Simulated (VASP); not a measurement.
# LiGa (Fd-3m) in VASP: further runs

The runs below take LiGa through single point, with LDA.

Everything below comes from runs of VASP 6.6.1. Logs are shortened: lines on timing, memory, paths and dates and some standing lists are left out, and cuts for length are marked.

## Step 1: The cell of the first run

It takes space group Fd-3m (No. 227, cubic). Conventional cell: a = 6.169 Å, b = 6.169 Å, c = 6.169 Å, α = 90.00°, β = 90.00°, γ = 90.00°. Within 3.5 Å of Li (site symmetry -43m) lie 4 Li at 2.67 Å and 10 Ga at 2.67 to 3.08 Å. Within 3.5 Å of Ga (site symmetry -43m) lie 10 Li at 2.67 to 3.08 Å and 4 Ga at 2.67 Å.

## Step 2: Single point, LDA

INCAR reads:

```
SYSTEM = LiGa
PREC = Accurate
ENCUT = 520
EDIFF = 1E-6
ISMEAR = 0
SIGMA = 0.1
LREAL = .False.
LASPH = .True.
NELM = 60
ALGO = Normal
ISIF = 2
LWAVE = .False.
LCHARG = .False.
NBANDS = 24
```

KPOINTS reads:

```
regular mesh
0
Gamma
  7 7 7
  0 0 0
```

POSCAR reads:

```
LiGa
1.0
    0.0000000000      3.0845000000      3.0845000000
    3.0845000000      0.0000000000      3.0845000000
    3.0845000000      3.0845000000      0.0000000000
Li Ga
2 2
Direct
    0.5000000000      0.5000000000      0.5000000000
    0.7500000000      0.7500000000      0.7500000000
    0.0000000000      0.0000000000      0.0000000000
    0.2500000000      0.2500000000      0.2500000000
```

Potentials or basis: VASP PAW LDA potentials, release 64 (Li_sv, Ga_d).

The run is started by

```sh
cat potpaw_LDA.64/Li_sv/POTCAR potpaw_LDA.64/Ga_d/POTCAR > POTCAR
mpirun -np 1 vasp_std > vasp.out
```

OUTCAR:

```text
SYSTEM = LiGa
   PREC = Accurate
   ENCUT = 520
   EDIFF = 1E-6
   ISMEAR = 0
   LREAL = .False.
   LASPH = .True.
   NELM = 60
   ISIF = 2

 ion  position               nearest neighbor table
   1  0.500  0.500  0.500-   4 2.67   4 2.67   4 2.67   4 2.67
   2  0.750  0.750  0.750-   3 2.67   3 2.67   3 2.67   3 2.67
   3  0.000  0.000  0.000-   2 2.67   2 2.67   2 2.67   4 2.67   4 2.67   4 2.67   4 2.67   2 2.67

   4  0.250  0.250  0.250-   3 2.67   3 2.67   3 2.67   1 2.67   1 2.67   1 2.67   3 2.67   1 2.67

  LATTYP: Found a face centered cubic cell.
 ALAT       =     6.1690000000

  Lattice vectors:

 A1 = (   0.0000000000,   3.0845000000,   3.0845000000)
 A2 = (   3.0845000000,   0.0000000000,   3.0845000000)
 A3 = (   3.0845000000,   3.0845000000,   0.0000000000)

Analysis of symmetry for initial positions (statically):
=====================================================================
 Subroutine PRICEL returns:
 Original cell was already a primitive cell.

 Routine SETGRP: Setting up the symmetry group for a
 face centered cubic supercell.

 Subroutine GETGRP returns: Found 48 space group operations
 (whereof 24 operations were pure point group operations)
 out of a pool of 48 trial point group operations.

The static configuration has the point symmetry T_d .
 The point group associated with its full space group is O_h .

Analysis of symmetry for dynamics (positions and initial velocities):
=====================================================================
 Subroutine PRICEL returns:
 Original cell was already a primitive cell.

 Routine SETGRP: Setting up the symmetry group for a
 face centered cubic supercell.

 Subroutine GETGRP returns: Found 48 space group operations
 (whereof 24 operations were pure point group operations)
 out of a pool of 48 trial point group operations.

The dynamic configuration has the point symmetry T_d .
 The point group associated with its full space group is O_h .

 Subroutine INISYM returns: Found 48 space group operations
 (whereof 24 operations are pure point group operations),
 and found     1 'primitive' translations

----------------------------------------------------------------------------------------

                                     Primitive cell

  volume of cell :      58.6927

  direct lattice vectors                    reciprocal lattice vectors
     0.000000000  3.084500000  3.084500000    -0.162100827  0.162100827  0.162100827
     3.084500000  0.000000000  3.084500000     0.162100827 -0.162100827  0.162100827
     3.084500000  3.084500000  0.000000000     0.162100827  0.162100827 -0.162100827

  length of vectors
     4.362141733  4.362141733  4.362141733     0.280766868  0.280766868  0.280766868

  position of ions in fractional coordinates (direct lattice)
     0.500000000  0.500000000  0.500000000
     0.750000000  0.750000000  0.750000000
     0.000000000  0.000000000  0.000000000
     0.250000000  0.250000000  0.250000000

  ion indices of the primitive-cell ions
   primitive index   ion index
                 1           1
                 2           2
                 3           3
                 4           4

----------------------------------------------------------------------------------------

 KPOINTS: regular mesh

Automatic generation of k-mesh.
 Grid dimensions read from file:
 generate k-points for:    7    7    7

 Generating k-lattice:

  Cartesian coordinates                     Fractional coordinates (reciprocal lattice)
    -0.023157261  0.023157261  0.023157261     0.142857143  0.000000000  0.000000000
     0.023157261 -0.023157261  0.023157261     0.000000000  0.142857143  0.000000000
     0.023157261  0.023157261 -0.023157261     0.000000000  0.000000000  0.142857143

  Length of vectors
     0.040109553  0.040109553  0.040109553

  Shift w.r.t. Gamma in fractional coordinates (k-lattice)
     0.000000000  0.000000000  0.000000000

 Subroutine IBZKPT returns following result:
 ===========================================

 Found     20 irreducible k-points:

 Following reciprocal coordinates:
            Coordinates               Weight
  0.000000  0.000000  0.000000      1.000000
  0.142857  0.000000  0.000000      8.000000
  0.285714  0.000000  0.000000      8.000000
  0.428571  0.000000  0.000000      8.000000
  0.142857  0.142857  0.000000      6.000000
  0.285714  0.142857  0.000000     24.000000
[... 12 lines left out ...]
 -0.428571  0.428571  0.142857     24.000000
 -0.285714  0.428571  0.142857     24.000000
   k-points           NKPTS =     20   k-points in BZ     NKDIM =     20   number of bands    NBANDS=     24
   number of dos      NEDOS =    301   number of ions     NIONS =      4
   total plane-waves  NPLWV =  32768
   dimension x,y,z NGX =    32 NGY =   32 NGZ =   32
   dimension x,y,z NGXF=    64 NGYF=   64 NGZF=   64
   ions per type =               2   2
   NGX,Y,Z   is equivalent  to a cutoff of  12.20, 12.20, 12.20 a.u.
   NGXF,Y,Z  is equivalent  to a cutoff of  24.39, 24.39, 24.39 a.u.
 SYSTEM =  LiGa
   PREC   = accura    normal or accurate (medium, high low for compatibility)
   ISTART =      0    job   : 0-new  1-cont  2-samecut
   ICHARG =      2    charge: 1-file 2-atom 10-const
   ISPIN  =      1    spin polarized calculation?
   LNONCOLLINEAR =      F non collinear calculations
   LSORBIT =      F    spin-orbit coupling
   LASPH  =      T    aspherical Exc in radial PAW
   ENCUT  =  520.0 eV  38.22 Ry    6.18 a.u.   8.11  8.11  8.11*2*pi/ulx,y,z
   NELM   =     60;   NELMIN=  2; NELMDL= -5     # of ELM steps
   EDIFF  = 0.1E-05   stopping-criterion for ELM
   LREAL  =      F    real-space projection
   EDIFFG = 0.1E-04   stopping-criterion for IOM
   NSW    =      0    number of steps for IOM
   IBRION =     -1    ionic relax: 0-MD 1-quasi-New 2-CG
   NFREE  =      0    steps in history (QN), initial steepest desc. (CG)
   ISIF   =      2    stress and relaxation
   ISYM   =      2    0-nonsym 1-usesym 2-fastsym
   POTIM  = 0.5000    time-step for ionic-motion
   TEBEG  =    0.0;   TEEND  =   0.0 temperature during run
   PSTRESS=    0.0 pullay stress
   NELECT =      32.0000    total number of electrons
   NUPDOWN=      -1.0000    fix difference up-down
   EMIN   =  10.00;   EMAX   =-10.00  energy-range for DOS
   EFERMI =   0.00;   METHOD = LEGACY
   ISMEAR =     0;   SIGMA  =   0.10  broadening in eV -4-tet -1-fermi 0-gaus
   EFERMI_NEDOS =   21; number of points for ismear=-14 and -15
   IALGO  =     38    algorithm
   IMIX   =      4    mixing-type and parameters
     AMIX     =   0.40;   BMIX     =  1.00
     AMIX_MAG =   1.60;   BMIX_MAG =  1.00
  volume/ion in A,a.u.               =      14.67        99.02
  Fermi-wavevector in a.u.,A,eV,Ry     =   1.337406  2.527332 24.336139  1.788656
  Thomas-Fermi vector in A             =   2.465957
   LORBIT       =      0    0 simple, 1 ext, 2 COOP (PROOUT), +10 PAW based schemes
   GGA     = CA    functional components
   LHFCALC =     F    Hartree Fock is set to
   AEXX    =    0.0000 exact exchange contribution
   IVDW    =     0    specifies the selected vdW correction
   LEPSILON=     F    determine dielectric tensor
   LRPA    =     F    only Hartree local field effects (RPA)
 non-spin polarized calculation
 Gauss-broadening in eV      SIGMA  =   0.10
  energy-cutoff  :      520.00
  volume of cell :       58.69
 maximum number of plane-waves:      1600
   NGX = 17   NGY = 17   NGZ = 17

 number of electron      31.9999980 magnetization

 Free energy of the ion-electron system (eV)
  ---------------------------------------------------
  ext. energy  EPLUGINS =         0.00000000
  ---------------------------------------------------
  free energy    TOTEN  =       -12.77016809 eV

  energy without entropy =      -12.76501825  energy(sigma->0) =      -12.76759317

 E-fermi :   5.3914     XC(G=0): -10.4242

 val. band max:        5.3181148079   @ k =   0.4286   0.0000   0.0000
 cond. band min:       5.4192614544   @ k =   0.4286   0.4286   0.0000
 fundamental gap:      0.1011466466
 Fermi energy:         5.3913591817

 k-point     1 :       0.0000    0.0000    0.0000
  band No.  band energies     occupation
      1     -41.0296      2.00000
      2     -40.9708      2.00000
      3     -10.3101      2.00000
      4     -10.3101      2.00000
      5     -10.3101      2.00000
      6     -10.2862      2.00000
[... 16 lines left out ...]
     23       9.5486      0.00000
     24      10.7110      0.00000

 k-point     2 :       0.1429    0.0000    0.0000
  band No.  band energies     occupation
      1     -41.0273      2.00000
      2     -40.9729      2.00000
      3     -10.3244      2.00000
      4     -10.3244      2.00000
      5     -10.3070      2.00000
      6     -10.2664      2.00000
[... 16 lines left out ...]
     23       9.8542      0.00000
     24      11.4234      0.00000

 k-point     3 :       0.2857    0.0000    0.0000
  band No.  band energies     occupation
      1     -41.0216      2.00000
      2     -40.9784      2.00000
      3     -10.3338      2.00000
      4     -10.3338      2.00000
      5     -10.3010      2.00000
      6     -10.2480      2.00000
[... 16 lines left out ...]
     23      11.0605      0.00000
     24      14.0547      0.00000
[... 406 lines left out ...]
 k-point    19 :      -0.4286    0.4286    0.1429
  band No.  band energies     occupation
      1     -41.0057      2.00000
      2     -40.9939      2.00000
      3     -10.3544      2.00000
      4     -10.3530      2.00000
      5     -10.2678      2.00000
      6     -10.2205      2.00000
[... 16 lines left out ...]
     23      14.1848      0.00000
     24      14.5237      0.00000

 k-point    20 :      -0.2857    0.4286    0.1429
  band No.  band energies     occupation
      1     -41.0039      2.00000
      2     -40.9958      2.00000
      3     -10.3645      2.00000
      4     -10.3548      2.00000
      5     -10.2505      2.00000
      6     -10.1978      2.00000
[... 16 lines left out ...]
     23      13.5081      0.00000
     24      15.1806      0.00000

------------------------ aborting loop because EDIFF is reached ----------------------------------------

  FORCE on cell =-STRESS in cart. coord.  units (eV):
  Direction    XX          YY          ZZ          XY          YZ          ZX
  --------------------------------------------------------------------------------------
  -------------------------------------------------------------------------------------
  Total       -0.9975048     -0.9975048     -0.9975048      0.0000000      0.0000000      0.0000000
  in kB      -27.2295997    -27.2295997    -27.2295997      0.0000000      0.0000000      0.0000000
  external PRESSURE =     -27.2295997 kB  Pullay stress =       0.0000000 kB

 VOLUME and BASIS-vectors are now :
 -----------------------------------------------------------------------------
  energy-cutoff  :      520.00
  volume of cell :       58.69
      direct lattice vectors                 reciprocal lattice vectors
     0.000000000  3.084500000  3.084500000    -0.162100827  0.162100827  0.162100827
     3.084500000  0.000000000  3.084500000     0.162100827 -0.162100827  0.162100827
     3.084500000  3.084500000  0.000000000     0.162100827  0.162100827 -0.162100827

 POSITION                                       TOTAL-FORCE (eV/Angst)
 -----------------------------------------------------------------------------------
      3.08450      3.08450      3.08450        -0.000000     -0.000000     -0.000000
      4.62675      4.62675      4.62675         0.000000      0.000000      0.000000
      0.00000      0.00000      0.00000         0.000000      0.000000      0.000000
      1.54225      1.54225      1.54225        -0.000000     -0.000000     -0.000000
 -----------------------------------------------------------------------------------
    total drift:                               -0.000000      0.000000      0.000000

  FREE ENERGIE OF THE ION-ELECTRON SYSTEM (eV)
  ---------------------------------------------------
  free  energy   TOTEN  =       -12.7701680855 eV

  energy  without entropy=      -12.7650182503  energy(sigma->0) =      -12.76759317
```

Run time: 45 s. Hardware: 1 thread of AMD EPYC 7R13, shared host; peak memory 0.13 GiB.

What came out:

```
Free energy            : -12.7702 eV
Band gap on the k mesh : zero (band 16 reaches 5.88 eV, above the bottom of band 17 at 5.32 eV)
```

Caveat: the cutoff is under 1.25 times the usual one of these potentials, so pressure, stress and relaxed cells hold a basis-set (Pulay) error.

## Step 3: Single point, LDA

This run uses another cell than the first one, of 15.06 Å³/atom, 1.027 times its volume.

INCAR reads:

```
  PREC = Accurate
  ENCUT = 520
  EDIFF = 1E-6
  ISMEAR = 0
  SIGMA = 0.1
  LREAL = F
  LASPH = T
  NELM = 80
  ALGO = Normal
  ISIF = 2
  LWAVE = F
  LCHARG = T
  GGA = CA
  LELF = T
  LVHAR = T
  NBANDS = 24
```

KPOINTS reads:

```
Automatic mesh
0
Gamma
  7 7 7
```

POSCAR reads:

```
LiGa
1.0
    0.0000000000      3.1116776118      3.1116776118
    3.1116776118      0.0000000000      3.1116776118
    3.1116776118      3.1116776118      0.0000000000
Li Ga
2 2
Direct
    0.5000000000      0.5000000000      0.5000000000
    0.7500000000      0.7500000000      0.7500000000
    0.0000000000      0.0000000000      0.0000000000
    0.2500000000      0.2500000000      0.2500000000
```

Potentials or basis: VASP PAW LDA potentials, release 64 (Li_sv, Ga_d).

The run is started by

```sh
cat potpaw_LDA.64/Li_sv/POTCAR potpaw_LDA.64/Ga_d/POTCAR > POTCAR
mpirun -np 1 vasp_std > vasp.out
```

It took 82 s on 1 thread of AMD EPYC 7R13, shared host; peak memory 0.15 GiB.

It converged, with:

```yaml
Free_energy: -12.7394 eV
Band_gap_on_the_k_mesh: zero (band 16 reaches 5.67 eV, above the bottom of band 17 at 5.01 eV)
```

Levels at points of the mesh, in eV from the Fermi level:
```csv
k point,band 13,band 14,band 15,band 16,band 17,band 18,band 19,band 20
"(0.00, 0.00, 0.00)",-10.34,0.33,0.52,0.52,0.52,1.04,1.04,1.04
```

Caveat: the cutoff is under 1.25 times the usual one of these potentials, so pressure, stress and relaxed cells hold a basis-set (Pulay) error.

## Step 4: Single point, LDA

This run uses another cell than the first one, of 15.46 Å³/atom, 1.053 times its volume.

INCAR reads:

```
PREC = Accurate
ENCUT = 520
EDIFF = 1E-7
ISMEAR = 0
SIGMA = 0.1
LREAL = F
LASPH = T
NELM = 80
ALGO = Normal
ISIF = 2
LWAVE = F
LCHARG = F
NBANDS = 24
```

KPOINTS is that of step 3.

POSCAR reads:

```
LiGa
1.0
    0.0000000000      3.1383885974      3.1383885974
    3.1383885974      0.0000000000      3.1383885974
    3.1383885974      3.1383885974      0.0000000000
Li Ga
2 2
Direct
    0.5000000000      0.5000000000      0.5000000000
    0.7500000000      0.7500000000      0.7500000000
    0.0000000000      0.0000000000      0.0000000000
    0.2500000000      0.2500000000      0.2500000000
```

The run is started by

```sh
cat potpaw_LDA.64/Li_sv/POTCAR potpaw_LDA.64/Ga_d/POTCAR > POTCAR
mpirun -np 1 vasp_std > vasp.out
```

It took 85 s on 1 thread of AMD EPYC 7R13, shared host; peak memory 0.15 GiB.

It converged, with:

```
Free energy            : -12.6998 eV
Band gap on the k mesh : zero (band 16 reaches 5.47 eV, above the bottom of band 17 at 4.73 eV)
```

Levels at points of the mesh, in eV from the Fermi level:
```
           k point  band 14  band 15  band 16  band 17  band 18  band 19
(0.00, 0.00, 0.00)     0.19     0.55     0.55     0.55     1.08     1.08
```

Caveat: the cutoff is under 1.25 times the usual one of these potentials, so pressure, stress and relaxed cells hold a basis-set (Pulay) error.

## Step 5: Single point, LDA

This run uses another cell than the first one, of 15.85 Å³/atom, 1.080 times its volume.

INCAR reads:

```
SYSTEM = LiGa
ALGO = Normal
EDIFF = 1E-7
ENCUT = 520
ISIF = 2
ISMEAR = 0
LASPH = .True.
LCHARG = .True.
LELF = .True.
LREAL = .False.
LVHAR = .True.
LWAVE = .False.
NBANDS = 24
NELM = 100
PREC = Accurate
SIGMA = 0.1
```

KPOINTS reads:

```
k-points
0
Gamma
  7 7 7
  0 0 0
```

POSCAR reads:

```
LiGa
1.0
    0.0000000000      3.1646524845      3.1646524845
    3.1646524845      0.0000000000      3.1646524845
    3.1646524845      3.1646524845      0.0000000000
Li Ga
2 2
Direct
    0.5000000000      0.5000000000      0.5000000000
    0.7500000000      0.7500000000      0.7500000000
    0.0000000000      0.0000000000      0.0000000000
    0.2500000000      0.2500000000      0.2500000000
```

The run is started by

```sh
cat potpaw_LDA.64/Li_sv/POTCAR potpaw_LDA.64/Ga_d/POTCAR > POTCAR
mpirun -np 1 vasp_std > vasp.out
```

Wall time 90 s (1 thread of AMD EPYC 7R13, shared host); peak memory 0.15 GiB.

The run converged. Its results:

- Free energy: -12.6529 eV
- Band gap on the k mesh: zero (band 16 reaches 5.28 eV, above the bottom of band 17 at 4.46 eV)

Levels at points of the mesh, in eV from the Fermi level:
| k point | band 14 | band 15 | band 16 | band 17 | band 18 | band 19 |
| --- | --- | --- | --- | --- | --- | --- |
| (0.00, 0.00, 0.00) | 0.05 | 0.58 | 0.58 | 0.58 | 1.12 | 1.12 |

Caveat: the cutoff is under 1.25 times the usual one of these potentials, so pressure, stress and relaxed cells hold a basis-set (Pulay) error.

## Step 6: Summary

```csv
cell,gap on the mesh (eV)
"a = 4.362 Å, angles 60.0°, 4 atoms",none
"a = 4.401 Å, angles 60.0°, 4 atoms",none
"a = 4.438 Å, angles 60.0°, 4 atoms",none
"a = 4.475 Å, angles 60.0°, 4 atoms",none
```

Alike in all rows: task single point; level LDA; potentials or basis VASP PAW LDA potentials, release 64 (Li_sv, Ga_d); no spin polarisation; k mesh 7 × 7 × 7; cutoff (eV) 520; smearing gaussian 0.1 eV.

Caveats: the cutoff is under 1.25 times the usual one of these potentials, so pressure, stress and relaxed cells hold a basis-set (Pulay) error.

Total energies depend on the potentials used, so only differences within one code and one set of settings carry meaning.
